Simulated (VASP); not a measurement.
Input of a VASP 6.6.1 run:

INCAR

```
SYSTEM = ZrC
  PREC = Accurate
  ENCUT = 520
  EDIFF = 1E-6
  ISMEAR = -1
  SIGMA = 0.15
  LREAL = .False.
  LASPH = .True.
  NELM = 60
  ALGO = Normal
  ISIF = 2
  LWAVE = .False.
  LCHARG = .False.
  GGA = PS
  NBANDS = 24
```

File KPOINTS:

```
Automatic mesh
0
Gamma
  8 8 5
  0 0 0
```

File POSCAR:

```
ZrC
1.0
    3.4139367605      0.0000000000      0.0000000000
   -1.7069683803      2.9565565934      0.0000000000
    0.0000000000      0.0000000000      5.3250874846
Zr C
2 2
Direct
    0.3333333333      0.6666666667      0.2500000000
    0.6666666667      0.3333333333      0.7500000000
    0.0000000000      0.0000000000      0.0000000000
    0.0000000000      0.0000000000      0.5000000000
```

Potentials or basis: VASP PAW PBE potentials, release 64 (Zr_sv, C).

Command:

```sh
$ cat potpaw_PBE.64/Zr_sv/POTCAR potpaw_PBE.64/C/POTCAR > POTCAR
$ mpirun -np 1 vasp_std > vasp.out
```

Q: Estimate the band gap on the k mesh.

A: Zero (band 16 reaches 10.32 eV, above the bottom of band 17 at 9.28 eV).

Q: Estimate the pressure.

A: -11.2 GPa.

Stress tensor (GPa, compression positive):
```
-11.80   0.00   0.00
  0.00 -11.80   0.00
  0.00   0.00 -10.06
```

Caveat: the PAW data sets were made with another functional, which shifts forces and pressure a little.
